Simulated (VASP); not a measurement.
# HfB (I4/mmm) in VASP: notebook

Runs on HfB. Level: PBE. Tasks: single point.

All numbers are computed with VASP 6.6.1; they aren't measurements. Logs are shortened: lines on timing, memory, paths and dates and some standing lists are left out, and cuts for length are marked.

## (1) The cell of the first run

Symmetry: I4/mmm, No. 139, tetragonal system. The conventional cell has a = 3.136 Å, b = 3.136 Å, c = 4.620 Å, α = 90.00°, β = 90.00°, γ = 90.00°. Within 2.9 Å of Hf (site symmetry 4/mmm) lie 6 B at 2.22 to 2.31 Å. B (site symmetry 4/mmm) has 6 Hf at 2.22 to 2.31 Å within 2.9 Å.

## (2) Single point, PBE (x and y stretched by -4 %, z held)

Contents of INCAR:

```
SYSTEM = HfB
ALGO = Normal
EDIFF = 1E-6
ENCUT = 520
GGA = PE
ISIF = 2
ISMEAR = -1
LASPH = .TRUE.
LCHARG = .TRUE.
LELF = .TRUE.
LREAL = .FALSE.
LVHAR = .TRUE.
LWAVE = .FALSE.
NBANDS = 14
NELM = 80
PREC = Accurate
SIGMA = 0.05
```

Contents of KPOINTS:

```
k-points
0
G
  15 15 15
  0 0 0
```

Contents of POSCAR:

```
HfB
1.0
    0.0000000000      2.2176000000      2.3100000000
    2.2176000000      0.0000000000      2.3100000000
    2.2176000000      2.2176000000      0.0000000000
Hf B
1 1
Direct
    0.5000000000      0.5000000000      0.5000000000
    0.0000000000      0.0000000000      0.0000000000
```

Potentials or basis: VASP PAW PBE potentials, release 64 (Hf_pv, B).

Started as:

```console
$ cat potpaw_PBE.64/Hf_pv/POTCAR potpaw_PBE.64/B/POTCAR > POTCAR
$ mpirun -np 1 vasp_std > vasp.out
```

OUTCAR:

```text
SYSTEM = HfB
   EDIFF = 1E-6
   ENCUT = 520
   GGA = PE
   ISIF = 2
   ISMEAR = -1
   LASPH = .TRUE.
   LREAL = .FALSE.
   NELM = 80
   PREC = Accurate

 ion  position               nearest neighbor table
   1  0.500  0.500  0.500-   2 2.22   2 2.22   2 2.22   2 2.22   2 2.31   2 2.31
   2  0.000  0.000  0.000-   1 2.22   1 2.22   1 2.22   1 2.22   1 2.31   1 2.31

  LATTYP: Found a body centered tetragonal cell.
 ALAT       =     3.1361599959
 C/A-ratio  =     1.4731391275

  Lattice vectors:

 A1 = (  -2.2176000000,   0.0000000000,   2.3100000000)
 A2 = (   2.2176000000,   0.0000000000,   2.3100000000)
 A3 = (   0.0000000000,   2.2176000000,  -2.3100000000)

Analysis of symmetry for initial positions (statically):
=====================================================================
 Subroutine PRICEL returns:
 Original cell was already a primitive cell.

 Routine SETGRP: Setting up the symmetry group for a
 body centered tetragonal supercell.

 Subroutine GETGRP returns: Found 16 space group operations
 (whereof 16 operations were pure point group operations)
 out of a pool of 16 trial point group operations.

The static configuration has the point symmetry D_4h.

Analysis of symmetry for dynamics (positions and initial velocities):
=====================================================================
 Subroutine PRICEL returns:
 Original cell was already a primitive cell.

 Routine SETGRP: Setting up the symmetry group for a
 body centered tetragonal supercell.

 Subroutine GETGRP returns: Found 16 space group operations
 (whereof 16 operations were pure point group operations)
 out of a pool of 16 trial point group operations.

The dynamic configuration has the point symmetry D_4h.

 Subroutine INISYM returns: Found 16 space group operations
 (whereof 16 operations are pure point group operations),
 and found     1 'primitive' translations

----------------------------------------------------------------------------------------

                                     Primitive cell

  volume of cell :      22.7200

  direct lattice vectors                    reciprocal lattice vectors
     0.000000000  2.217600000  2.310000000    -0.225468975  0.225468975  0.216450216
     2.217600000  0.000000000  2.310000000     0.225468975 -0.225468975  0.216450216
     2.217600000  2.217600000  0.000000000     0.225468975  0.225468975 -0.216450216

  length of vectors
[... 91 lines left out ...]
   TEBEG  =    0.0;   TEEND  =   0.0 temperature during run
   PSTRESS=    0.0 pullay stress
   NELECT =      13.0000    total number of electrons
   NUPDOWN=      -1.0000    fix difference up-down
   EMIN   =  10.00;   EMAX   =-10.00  energy-range for DOS
   EFERMI =   0.00;   METHOD = LEGACY
   ISMEAR =    -1;   SIGMA  =   0.05  broadening in eV -4-tet -1-fermi 0-gaus
   EFERMI_NEDOS =   21; number of points for ismear=-14 and -15
   IALGO  =     38    algorithm
   IMIX   =      4    mixing-type and parameters
     AMIX     =   0.40;   BMIX     =  1.00
     AMIX_MAG =   1.60;   BMIX_MAG =  1.00
  volume/ion in A,a.u.               =      11.36        76.66
  Fermi-wavevector in a.u.,A,eV,Ry     =   1.359105  2.568337 25.132241  1.847168
  Thomas-Fermi vector in A             =   2.485882
   LORBIT       =      0    0 simple, 1 ext, 2 COOP (PROOUT), +10 PAW based schemes
   GGA     = PE    functional components
   LHFCALC =     F    Hartree Fock is set to
   AEXX    =    0.0000 exact exchange contribution
   IVDW    =     0    specifies the selected vdW correction
   LEPSILON=     F    determine dielectric tensor
   LRPA    =     F    only Hartree local field effects (RPA)
 non-spin polarized calculation
  energy-cutoff  :      520.00
  volume of cell :       22.72
 maximum number of plane-waves:       628
   NGX = 11   NGY = 11   NGZ = 11

 number of electron      12.9999999 magnetization

 Free energy of the ion-electron system (eV)
  ---------------------------------------------------
  ext. energy  EPLUGINS =         0.00000000
  ---------------------------------------------------
  free energy    TOTEN  =       -16.58148508 eV

  energy without entropy =      -16.57383416  energy(sigma->0) =      -16.57765962

 E-fermi :   5.6767     XC(G=0): -12.6964

 val. band max:        5.6753395502   @ k =  -0.2000   0.0667   0.0000
 cond. band min:       5.6959863036   @ k =  -0.1333   0.2667   0.1333
 fundamental gap:      0.0206467534
 Fermi energy:         5.6766988352

 k-point     1 :       0.0000    0.0000    0.0000
  band No.  band energies     occupation
      1     -22.2042      2.00000
      2     -22.2042      2.00000
      3     -22.1880      2.00000
      4      -4.1514      2.00000
      5       7.5803      0.00000
      6       8.1329      0.00000
      7       8.1329      0.00000
      8       9.6311      0.00000
      9       9.8556      0.00000
     10      10.0015      0.00000
     11      10.0015      0.00000
     12      10.4923      0.00000
     13      17.6847      0.00000
     14      20.0698      0.00000
[... 377 lines left out ...]
      1     -22.4618      2.00000
      2     -22.2791      2.00000
      3     -22.2734      2.00000
      4      -3.0386      2.00000
      5       5.0596      1.99999
      6       6.2595      0.00002
      7       7.4268      0.00000
      8       7.9446      0.00000
      9      10.6017      0.00000
     10      11.7817      0.00000
     11      12.6145      0.00000
     12      15.5642      0.00000
     13      20.3464      0.00000
     14      20.9285      0.00000

 [... further k-points ...]

------------------------ aborting loop because EDIFF is reached ----------------------------------------

  FORCE on cell =-STRESS in cart. coord.  units (eV):
  Direction    XX          YY          ZZ          XY          YZ          ZX
  --------------------------------------------------------------------------------------
  -------------------------------------------------------------------------------------
  Total        9.4736774      9.4736774      5.7330019      0.0000000      0.0000000     -0.0000000
  in kB      668.0681577    668.0681577    404.2818720      0.0000000      0.0000000     -0.0000000
  external PRESSURE =     580.1393958 kB  Pullay stress =       0.0000000 kB

 VOLUME and BASIS-vectors are now :
 -----------------------------------------------------------------------------
  energy-cutoff  :      520.00
  volume of cell :       22.72
      direct lattice vectors                 reciprocal lattice vectors
     0.000000000  2.217600000  2.310000000    -0.225468975  0.225468975  0.216450216
     2.217600000  0.000000000  2.310000000     0.225468975 -0.225468975  0.216450216
     2.217600000  2.217600000  0.000000000     0.225468975  0.225468975 -0.216450216

 POSITION                                       TOTAL-FORCE (eV/Angst)
 -----------------------------------------------------------------------------------
      2.21760      2.21760      2.31000         0.000000      0.000000      0.000000
      0.00000      0.00000      0.00000         0.000000      0.000000      0.000000
 -----------------------------------------------------------------------------------
    total drift:                               -0.000000     -0.000000      0.000000

  FREE ENERGIE OF THE ION-ELECTRON SYSTEM (eV)
  ---------------------------------------------------
  free  energy   TOTEN  =       -16.5814850822 eV

  energy  without entropy=      -16.5738341579  energy(sigma->0) =      -16.57765962
```

OSZICAR:

```text
N       E                     dE             d eps       ncg     rms          rms(c)
DAV:   1     0.244786606803E+02    0.24479E+02   -0.71213E+03  8088   0.885E+02
DAV:   2    -0.171843718581E+02   -0.41663E+02   -0.39511E+02 10116   0.199E+02
DAV:   3    -0.181791057384E+02   -0.99473E+00   -0.99038E+00 10032   0.213E+01
DAV:   4    -0.181819813085E+02   -0.28756E-02   -0.28754E-02  9416   0.142E+00
DAV:   5    -0.181819941050E+02   -0.12796E-04   -0.12796E-04 10322   0.844E-02    0.759E+01
DAV:   6    -0.166499785016E+02    0.15320E+01   -0.24171E+00  9942   0.982E+00    0.475E+01
DAV:   7    -0.166311489902E+02    0.18830E-01   -0.11441E+00 10656   0.629E+00    0.822E+00
DAV:   8    -0.165809641223E+02    0.50185E-01   -0.15189E-01  9150   0.249E+00    0.648E-01
DAV:   9    -0.165814957395E+02   -0.53162E-03   -0.60739E-03 10104   0.567E-01    0.182E-01
DAV:  10    -0.165814845610E+02    0.11179E-04   -0.87897E-05  9378   0.613E-02    0.113E-01
DAV:  11    -0.165814852404E+02   -0.67945E-06   -0.12115E-05  9774   0.239E-02    0.101E-02
DAV:  12    -0.165814850822E+02    0.15819E-06   -0.40016E-07  6710   0.519E-03
   1 F= -.16581485E+02 E0= -.16577660E+02  d E =-.765092E-02
```

stdout:

```text
POSCAR found type information on POSCAR HfB
 POSCAR found :  2 types and       2 ions
 scaLAPACK will be used
 LDA part: xc-table for (Slater+PW92), standard interpolation
 POSCAR, INCAR and KPOINTS ok, starting setup
 FFT: planning ... GRIDC
 FFT: planning ... GRID_SOFT
 FFT: planning ... GRID
 WAVECAR not read
 entering main loop
```

Run time: 46 s. Hardware: 1 thread of Intel Xeon Platinum 8488C (Sapphire Rapids), shared host; peak memory 0.21 GiB.

What came out:

- Free energy: -16.5815 eV
- Pressure: 58.0 GPa

Caveat: the cell differs from its parent crystal (x and y stretched by -4 %, z held); spin-orbit coupling is left out, which moves the levels of the heavy elements.

## (3) Single point, PBE (z stretched by +1 % at fixed volume)

Contents of INCAR:

```
PREC     = Accurate       # precision mode
ENCUT    = 520            # plane-wave cutoff, eV
EDIFF    = 1E-6           # SCF threshold, eV
ISMEAR   = -1             # smearing method
SIGMA    = 0.05           # smearing width, eV
LREAL    = False          # projectors in reciprocal space
LASPH    = True           # aspherical terms in the spheres
NELM     = 60             # most SCF steps
ALGO     = Normal         # electronic algorithm
ISIF     = 2              # what is computed and relaxed
LWAVE    = False          # write WAVECAR
LCHARG   = False          # write CHGCAR
GGA      = PE             # functional
NBANDS   = 14             # bands
```

Contents of KPOINTS:

```
regular mesh
0
Gamma
  15 15 15
```

Contents of POSCAR:

```
HfB
1.0
    0.0000000000      2.2985359094      2.3331000000
    2.2985359094      0.0000000000      2.3331000000
    2.2985359094      2.2985359094      0.0000000000
Hf B
1 1
Direct
    0.5000000000      0.5000000000      0.5000000000
    0.0000000000      0.0000000000      0.0000000000
```

Potentials or basis: VASP PAW PBE potentials, release 64 (Hf_pv, B).

Started as:

```console
$ cat potpaw_PBE.64/Hf_pv/POTCAR potpaw_PBE.64/B/POTCAR > POTCAR
$ mpirun -np 1 vasp_std > vasp.out
```

Wall time 39 s (1 thread of Intel Xeon Platinum 8488C (Sapphire Rapids), shared host); peak memory 0.22 GiB.

It converged, with:

```
Free energy : -17.1498 eV
Pressure    : 30.8 GPa
```

Stress tensor (GPa, compression positive):
```
33.39  0.00  0.00
 0.00 33.39  0.00
 0.00  0.00 25.64
```

Levels at points of the mesh, in eV from the Fermi level:
| k point | band 4 | band 5 | band 6 | band 7 | band 8 | band 9 | band 10 | band 11 |
| --- | --- | --- | --- | --- | --- | --- | --- | --- |
| (0.00, 0.00, 0.00) | -9.60 | 2.06 | 2.24 | 2.24 | 3.86 | 3.97 | 3.97 | 4.10 |

Caveat: spin-orbit coupling is left out, which moves the levels of the heavy elements.
